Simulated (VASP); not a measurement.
# MgB2 (P6/mmm) in VASP: further runs, part 2 of 2

VASP 6.6.1.

### 4 Single point, LDA

This run uses another cell than the first one, of 9.20 Å³/atom.

INCAR reads:

```
SYSTEM = MgB2
PREC = Accurate ; ENCUT = 520
EDIFF = 1E-6 ; ISMEAR = -1
SIGMA = 0.15 ; LREAL = .False.
LASPH = .True. ; NELM = 100
ALGO = Normal ; ISIF = 2
LWAVE = .False. ; LCHARG = .False.
NBANDS = 11
```

KPOINTS reads:

```
Automatic mesh
0
Gamma
  15 15 12
  0 0 0
```

POSCAR reads:

```
MgB2
1.0
    3.0364540308      0.0000000000      0.0000000000
   -1.5182270154      2.6296463281      0.0000000000
    0.0000000000      0.0000000000      3.4549288605
Mg B
1 2
Direct
    0.0000000000      0.0000000000      0.0000000000
    0.3333333333      0.6666666667      0.5000000000
    0.6666666667      0.3333333333      0.5000000000
```

Potentials or basis: VASP PAW LDA potentials, release 64 (Mg, B).

Launch:

```bash
$ cat potpaw_LDA.64/Mg/POTCAR potpaw_LDA.64/B/POTCAR > POTCAR
$ mpirun -np 1 vasp_std > vasp.out
```

OUTCAR:

```text
SYSTEM = MgB2
   PREC = Accurate
   ENCUT = 520
   EDIFF = 1E-6
   ISMEAR = -1
   LREAL = .False.
   LASPH = .True.
   NELM = 100
   ISIF = 2

 ion  position               nearest neighbor table
   1  0.000  0.000  0.000-   2 2.46   3 2.46   2 2.46   3 2.46   3 2.46   3 2.46   2 2.46   2 2.46
                             3 2.46   3 2.46   2 2.46   2 2.46
   2  0.333  0.667  0.500-   3 1.75   3 1.75   3 1.75   1 2.46   1 2.46   1 2.46   1 2.46   1 2.46
                             1 2.46
   3  0.667  0.333  0.500-   2 1.75   2 1.75   2 1.75   1 2.46   1 2.46   1 2.46   1 2.46   1 2.46
                             1 2.46

  LATTYP: Found a hexagonal cell.
 ALAT       =     3.0364540308
 C/A-ratio  =     1.1378169488

  Lattice vectors:

 A1 = (   3.0364540308,   0.0000000000,   0.0000000000)
 A2 = (  -1.5182270154,   2.6296463281,   0.0000000000)
 A3 = (   0.0000000000,   0.0000000000,   3.4549288605)

Analysis of symmetry for initial positions (statically):
=====================================================================
 Subroutine PRICEL returns:
 Original cell was already a primitive cell.

 Routine SETGRP: Setting up the symmetry group for a
 hexagonal supercell.

 Subroutine GETGRP returns: Found 24 space group operations
 (whereof 24 operations were pure point group operations)
 out of a pool of 24 trial point group operations.

The static configuration has the point symmetry D_6h.

Analysis of symmetry for dynamics (positions and initial velocities):
=====================================================================
 Subroutine PRICEL returns:
 Original cell was already a primitive cell.

 Routine SETGRP: Setting up the symmetry group for a
 hexagonal supercell.

 Subroutine GETGRP returns: Found 24 space group operations
 (whereof 24 operations were pure point group operations)
 out of a pool of 24 trial point group operations.

The dynamic configuration has the point symmetry D_6h.

 Subroutine INISYM returns: Found 24 space group operations
 (whereof 24 operations are pure point group operations),
 and found     1 'primitive' translations

[... 121 lines left out ...]
   GGA     = CA    functional components
   LHFCALC =     F    Hartree Fock is set to
   AEXX    =    0.0000 exact exchange contribution
   IVDW    =     0    specifies the selected vdW correction
   LEPSILON=     F    determine dielectric tensor
   LRPA    =     F    only Hartree local field effects (RPA)
 non-spin polarized calculation
  energy-cutoff  :      520.00
  volume of cell :       27.59
 maximum number of plane-waves:       763
 NGX is ok and might be reduce to    24
   NGX = 11   NGY = 11   NGZ = 13

 number of electron       8.0000000 magnetization

 Free energy of the ion-electron system (eV)
  ---------------------------------------------------
  ext. energy  EPLUGINS =         0.00000000
  ---------------------------------------------------
  free energy    TOTEN  =       -17.31269477 eV

  energy without entropy =      -17.26338655  energy(sigma->0) =      -17.28804066

 E-fermi :   5.5737     XC(G=0): -11.3004

 val. band max:        5.5729606570   @ k =   0.2667   0.2667   0.0833
 cond. band min:       5.5756293354   @ k =   0.3333   0.2000   0.0833
 fundamental gap:      0.0026686784
 Fermi energy:         5.5737468181

 k-point     1 :       0.0000    0.0000    0.0000
  band No.  band energies     occupation
      1      -7.0090      2.00000
      2       2.5933      2.00000
      3       5.9528      0.14800
      4       5.9528      0.14800
      5       7.4233      0.00001
      6      12.0373      0.00000
      7      12.0373      0.00000
      8      14.3057      0.00000
      9      15.8291      0.00000
     10      18.6309      0.00000
     11      22.0709      0.00000
[... 309 lines left out ...]
 k-point    24 :       0.4000    0.2000    0.0000
  band No.  band energies     occupation
      1      -2.5144      2.00000
      2      -1.9308      2.00000
      3       1.0661      2.00000
      4       6.3981      0.00817
      5       8.4118      0.00000
      6      11.4863      0.00000
      7      11.6703      0.00000
      8      14.0519      0.00000
      9      15.4129      0.00000
     10      17.8772      0.00000
     11      19.8021      0.00000

 [... further k-points ...]
[... 5 lines left out ...]
  --------------------------------------------------------------------------------------
  -------------------------------------------------------------------------------------
  Total       -0.0962932     -0.0962932     -0.1191662      0.0000000      0.0000000      0.0000000
  in kB       -5.5924645     -5.5924645     -6.9208699      0.0000000      0.0000000      0.0000000
  external PRESSURE =      -6.0352663 kB  Pullay stress =       0.0000000 kB

 VOLUME and BASIS-vectors are now :
 -----------------------------------------------------------------------------
  energy-cutoff  :      520.00
  volume of cell :       27.59
      direct lattice vectors                 reciprocal lattice vectors
     3.036454031  0.000000000  0.000000000     0.329331513  0.190139638  0.000000000
    -1.518227015  2.629646328  0.000000000     0.000000000  0.380279275  0.000000000
     0.000000000  0.000000000  3.454928860     0.000000000  0.000000000  0.289441560

 POSITION                                       TOTAL-FORCE (eV/Angst)
 -----------------------------------------------------------------------------------
      0.00000      0.00000      0.00000        -0.000000      0.000000      0.000000
     -0.00000      1.75310      1.72746         0.000000      0.000000     -0.000000
      1.51823      0.87655      1.72746         0.000000      0.000000      0.000000
 -----------------------------------------------------------------------------------
    total drift:                                0.000000     -0.000000     -0.000000

  FREE ENERGIE OF THE ION-ELECTRON SYSTEM (eV)
  ---------------------------------------------------
  free  energy   TOTEN  =       -17.3126947740 eV

  energy  without entropy=      -17.2633865537  energy(sigma->0) =      -17.28804066
```

It took 74 s on 1 thread of Intel Xeon 8259CL, shared host; peak memory 0.18 GiB.

What came out:

| Property | Result |
| --- | --- |
| Free energy | -17.3127 eV |
| Pressure | -0.6 GPa |
| Band gap on the k mesh | zero (bands 4 and 5 overlap by 3.95 eV) |

Stress tensor (GPa, compression positive):
```
-0.56  0.00  0.00
 0.00 -0.56  0.00
 0.00  0.00 -0.69
```

### 5 Relaxation of cell and atoms, LDA

This run uses another cell than the first one, of 9.20 Å³/atom.

INCAR reads:

```
PREC = Accurate ; ENCUT = 600
EDIFF = 1E-6 ; ISMEAR = -1
SIGMA = 0.15 ; LREAL = False
LASPH = True ; NELM = 60
ALGO = Normal ; ISIF = 3
LWAVE = False ; LCHARG = False
GGA = CA ; IBRION = 2
NSW = 80 ; EDIFFG = -0.001
```

KPOINTS reads:

```
Automatic mesh
0
Gamma
  15 15 12
```

POSCAR reads:

```
MgB2
1.0
    3.0343890832      0.0000000000      0.0000000000
   -1.5171945416      2.6278580311      0.0000000000
    0.0000000000      0.0000000000      3.4597428529
Mg B
1 2
Direct
    0.0000000000      0.0000000000      0.0000000000
    0.3333333333      0.6666666667      0.5000000000
    0.6666666667      0.3333333333      0.5000000000
```

Launch:

```bash
$ cat potpaw_LDA.64/Mg/POTCAR potpaw_LDA.64/B/POTCAR > POTCAR
$ mpirun -np 1 vasp_std > vasp.out
```

Wall time 2.4 min (1 thread of Intel Xeon 8259CL, shared host); peak memory 0.19 GiB.

It converged, with:

* Free energy: -17.3146 eV
* Relaxed volume: 9.16 Å³/atom
* Relaxed cell: a = 3.034 Å, b = 3.034 Å, c = 3.448 Å, α = 90.00°, β = 90.00°, γ = 120.00°
* Space group after relaxing (to 0.1 Å): P6/mmm (No. 191)
* Energy gained by relaxing: 0.1 meV/atom
* Ionic steps: 6
* Pressure after relaxing: 0.0 GPa
* Band gap on the k mesh: zero (bands 4 and 5 overlap by 3.97 eV)

The path:
| step | energy change (eV) | largest force (eV/Å) | pressure (GPa) | volume (Å³) |
| --- | --- | --- | --- | --- |
| 1 | 0.0000 | 0.0000 | -0.52 | 27.59 |
| 2 | -0.0003 | 0.0000 | 0.11 | 27.47 |
| 3 | -0.0003 | 0.0000 | 0.12 | 27.47 |
| 4 | -0.0003 | 0.0000 | -0.02 | 27.48 |
| 5 | -0.0003 | 0.0000 | 0.01 | 27.48 |
| 6 | -0.0003 | 0.0000 | 0.01 | 27.48 |

Final structure:
```
Mg B
1.0
     3.03358    0.00000    0.00000
    -1.51679    2.62716    0.00000
     0.00000    0.00000    3.44770
Mg B
1 2
Direct
  0.00000 0.00000 0.00000
  0.33333 0.66667 0.50000
  0.66667 0.33333 0.50000
```

Levels at points of the mesh, in eV from the Fermi level:
```tsv
k point	band 1	band 2	band 3	band 4	band 5	band 6	band 7	band 8
(0.00, 0.00, 0.00)	-12.61	-2.98	0.38	0.38	1.88	6.47	6.47	8.76
(0.00, 0.00, 0.50)	-11.21	-7.66	0.79	0.79	6.79	6.79	8.18	10.44
```

### 6 Relaxation of cell and atoms, LDA

INCAR reads:

```
PREC = Accurate ; ENCUT = 600
EDIFF = 1E-6 ; ISMEAR = 0
SIGMA = 0.1 ; LREAL = False
LASPH = True ; NELM = 80
ALGO = Normal ; ISIF = 3
LWAVE = False ; LCHARG = False
IBRION = 2 ; NSW = 100
EDIFFG = -0.005
```

KPOINTS is that of step 5.

POSCAR reads:

```
MgB2
1.0
    3.0850000000      0.0000000000      0.0000000000
   -1.5425000000      2.6716883707      0.0000000000
    0.0000000000      0.0000000000      3.5230000000
Mg B
1 2
Direct
    0.0000000000      0.0000000000      0.0000000000
    0.3333333333      0.6666666667      0.5000000000
    0.6666666667      0.3333333333      0.5000000000
```

Potentials or basis: VASP PAW LDA potentials, release 64 (Mg, B).

Launch:

```bash
$ cat potpaw_LDA.64/Mg/POTCAR potpaw_LDA.64/B/POTCAR > POTCAR
$ mpirun -np 1 vasp_std > vasp.out
```

OUTCAR:

```text
PREC = Accurate
   ENCUT = 600
   EDIFF = 1E-6
   ISMEAR = 0
   LREAL = False
   LASPH = True
   NELM = 80
   ISIF = 3
   IBRION = 2
   NSW = 100
   EDIFFG = -0.005

 ion  position               nearest neighbor table
   1  0.000  0.000  0.000-   2 2.51   3 2.51   2 2.51   3 2.51   3 2.51   3 2.51   2 2.51   2 2.51
                             3 2.51   3 2.51   2 2.51   2 2.51
   2  0.333  0.667  0.500-   3 1.78   3 1.78   3 1.78   1 2.51   1 2.51   1 2.51   1 2.51   1 2.51
                             1 2.51
   3  0.667  0.333  0.500-   2 1.78   2 1.78   2 1.78   1 2.51   1 2.51   1 2.51   1 2.51   1 2.51
                             1 2.51

  LATTYP: Found a hexagonal cell.
 ALAT       =     3.0850000000
 C/A-ratio  =     1.1419773096

  Lattice vectors:

 A1 = (   3.0850000000,   0.0000000000,   0.0000000000)
 A2 = (  -1.5425000000,   2.6716883707,   0.0000000000)
 A3 = (   0.0000000000,   0.0000000000,   3.5230000000)

Analysis of symmetry for initial positions (statically):
=====================================================================
 Subroutine PRICEL returns:
 Original cell was already a primitive cell.

 Routine SETGRP: Setting up the symmetry group for a
 hexagonal supercell.

 Subroutine GETGRP returns: Found 24 space group operations
 (whereof 24 operations were pure point group operations)
 out of a pool of 24 trial point group operations.

The static configuration has the point symmetry D_6h.

Analysis of symmetry for dynamics (positions and initial velocities):
=====================================================================
 Subroutine PRICEL returns:
 Original cell was already a primitive cell.

 Routine SETGRP: Setting up the symmetry group for a
 hexagonal supercell.

 Subroutine GETGRP returns: Found 24 space group operations
 (whereof 24 operations were pure point group operations)
[... 131 lines left out ...]
   AEXX    =    0.0000 exact exchange contribution
   IVDW    =     0    specifies the selected vdW correction
   LEPSILON=     F    determine dielectric tensor
   LRPA    =     F    only Hartree local field effects (RPA)
 conjugate gradient relaxation of ions
 non-spin polarized calculation
 Gauss-broadening in eV      SIGMA  =   0.10
  energy-cutoff  :      600.00
  volume of cell :       29.04
 maximum number of plane-waves:       986
 NGX is ok and might be reduce to    28
   NGX = 13   NGY = 13   NGZ = 15

--------------------------------------- Ionic step        1  -------------------------------------------

 number of electron       8.0000000 magnetization

 Free energy of the ion-electron system (eV)
  ---------------------------------------------------
  ext. energy  EPLUGINS =         0.00000000
  ---------------------------------------------------
  free energy    TOTEN  =       -17.24986342 eV

  energy without entropy =      -17.24546476  energy(sigma->0) =      -17.24766409

------------------------ aborting loop because EDIFF is reached ----------------------------------------

  FORCE on cell =-STRESS in cart. coord.  units (eV):
  Direction    XX          YY          ZZ          XY          YZ          ZX
  --------------------------------------------------------------------------------------
  -------------------------------------------------------------------------------------
  Total       -1.6391565     -1.6391565     -1.1869023     -0.0000000     -0.0000000     -0.0000000
  in kB      -90.4435069    -90.4435069    -65.4895420     -0.0000000     -0.0000000     -0.0000000
  external PRESSURE =     -82.1255186 kB  Pullay stress =       0.0000000 kB
[... 135 lines left out ...]
--------------------------------------- Ionic step        5  -------------------------------------------

 number of electron       8.0000000 magnetization

 Free energy of the ion-electron system (eV)
  ---------------------------------------------------
  ext. energy  EPLUGINS =         0.00000000
  ---------------------------------------------------
  free energy    TOTEN  =       -17.29105589 eV

  energy without entropy =      -17.28676769  energy(sigma->0) =      -17.28891179

 E-fermi :   5.6055     XC(G=0): -11.3158

 val. band max:        5.5997868145   @ k =   0.3333   0.2000   0.0833
 cond. band min:       5.6191295137   @ k =   0.0667   0.0000   0.0833
 fundamental gap:      0.0193426992
 Fermi energy:         5.6054593472

 k-point     1 :       0.0000    0.0000    0.0000
  band No.  band energies     occupation
      1      -7.0020      2.00000
      2       2.6068      2.00000
      3       5.9919      0.00000
      4       5.9919      0.00000
      5       7.4478      0.00000
      6      12.0959      0.00000
      7      12.0959      0.00000
      8      14.3949      0.00000
[... 243 lines left out ...]
 k-point    24 :       0.4000    0.2000    0.0000
  band No.  band energies     occupation
      1      -2.4920      2.00000
      2      -1.9128      2.00000
      3       1.0908      2.00000
      4       6.4239      0.00000
      5       8.4455      0.00000
      6      11.5234      0.00000
      7      11.7104      0.00000
      8      14.1243      0.00000

 [... further k-points ...]
[... 5 lines left out ...]
  --------------------------------------------------------------------------------------
  -------------------------------------------------------------------------------------
  Total        0.0036514      0.0036514     -0.0004736     -0.0000000     -0.0000000      0.0000000
  in kB        0.2129130      0.2129130     -0.0276152     -0.0000000     -0.0000000      0.0000000
  external PRESSURE =       0.1327369 kB  Pullay stress =       0.0000000 kB
[... 18 lines left out ...]
  FREE ENERGIE OF THE ION-ELECTRON SYSTEM (eV)
  ---------------------------------------------------
  free  energy   TOTEN  =       -17.2910558853 eV

  energy  without entropy=      -17.2867676872  energy(sigma->0) =      -17.28891179

 reached required accuracy - stopping structural energy minimisation
```

OSZICAR:

```text
N       E                     dE             d eps       ncg     rms          rms(c)
DAV:   1     0.602407641407E+01    0.60241E+01   -0.42555E+03  3160   0.942E+02
DAV:   2    -0.187581744361E+02   -0.24782E+02   -0.23485E+02  4384   0.117E+02
DAV:   3    -0.190869665166E+02   -0.32879E+00   -0.32717E+00  3848   0.163E+01
[... 32 lines left out ...]
       N       E                     dE             d eps       ncg     rms          rms(c)
DAV:   1    -0.172911932630E+02   -0.24606E-03   -0.54493E-03  4272   0.574E-01    0.454E-02
DAV:   2    -0.172910708886E+02    0.12237E-03   -0.28823E-04  4096   0.108E-01    0.156E-02
DAV:   3    -0.172910562130E+02    0.14676E-04   -0.60632E-05  3768   0.444E-02    0.312E-03
DAV:   4    -0.172910558853E+02    0.32775E-06   -0.20343E-06  3152   0.113E-02
   5 F= -.17291056E+02 E0= -.17288912E+02  d E =-.993666E-03
```

Run time: 4.1 min. Hardware: 1 thread of Intel Xeon 8259CL, shared host; peak memory 0.2 GiB.

Results:

```
Free energy                           : -17.2911 eV
Relaxed volume                        : 9.16 Å³/atom
Relaxed cell                          : a = 3.032 Å, b = 3.032 Å, c = 3.452 Å, α = 90.00°, β = 90.00°, γ = 120.00°
Space group after relaxing (to 0.1 Å) : P6/mmm (No. 191)
Energy gained by relaxing             : 13.7 meV/atom
Ionic steps                           : 5
Pressure after relaxing               : 0.0 GPa
Band gap on the k mesh                : zero (bands 4 and 5 overlap by 3.96 eV)
```

Step by step:
| step | energy change (eV) | largest force (eV/Å) | pressure (GPa) | volume (Å³) |
| --- | --- | --- | --- | --- |
| 1 | 0.0000 | 0.0000 | -8.21 | 29.04 |
| 2 | -0.0337 | 0.0000 | 3.49 | 27.00 |
| 3 | -0.0402 | 0.0000 | -0.14 | 27.56 |
| 4 | -0.0411 | 0.0000 | -0.04 | 27.51 |
| 5 | -0.0412 | 0.0000 | 0.01 | 27.48 |

Final structure:
```yaml
crystal:
  lattice:
    - [3.03156, 0.00000, 0.00000]
    - [-1.51578, 2.62541, 0.00000]
    - [0.00000, 0.00000, 3.45229]
  atoms:
    - { symbol: Mg, position: [0.00000, 0.00000, 0.00000] }
    - { symbol: B, position: [0.33333, 0.66667, 0.50000] }
    - { symbol: B, position: [0.66667, 0.33333, 0.50000] }
```

LDA usually gives volumes a few per cent too small. Zero-point motion and thermal expansion aren't in these numbers.

### 7 The runs side by side

| task | cell | k mesh | cutoff (eV) | smearing | gap on the mesh (eV) | pressure (GPa) | relaxed volume (Å³/atom) |
| --- | --- | --- | --- | --- | --- | --- | --- |
| single point | a = 3.085, b = 3.085, c = 3.523 Å, angles 90.0, 90.0, 120.0°, 3 atoms | 6 × 6 × 6 | 520 | gaussian 0.1 eV | none | -8.1 | - |
| single point | a = 3.034, b = 3.034, c = 3.460 Å, angles 90.0, 90.0, 120.0°, 3 atoms | 15 × 15 × 12 | 520 | gaussian 0.1 eV | none | -0.6 | - |
| single point | a = 3.036, b = 3.036, c = 3.455 Å, angles 90.0, 90.0, 120.0°, 3 atoms | 15 × 15 × 12 | 520 | fermi-dirac 0.15 eV | none | -0.6 | - |
| relaxation of cell and atoms | relaxed from a = 3.034, b = 3.034, c = 3.460 Å, angles 90.0, 90.0, 120.0°, 3 atoms | 15 × 15 × 12 | 600 | fermi-dirac 0.15 eV | none | 0.0 | 9.16 |
| relaxation of cell and atoms | relaxed from a = 3.085, b = 3.085, c = 3.523 Å, angles 90.0, 90.0, 120.0°, 3 atoms | 15 × 15 × 12 | 600 | gaussian 0.1 eV | none | 0.0 | 9.16 |

Alike in all rows: level LDA; potentials or basis VASP PAW LDA potentials, release 64 (Mg, B); no spin polarisation.

Caveats: some runs use coarse meshes.

Total energies depend on the potentials used, so only differences within one code and one set of settings carry meaning.

The gap in the log of VASP goes by the Fermi energy; the results here count the filled bands.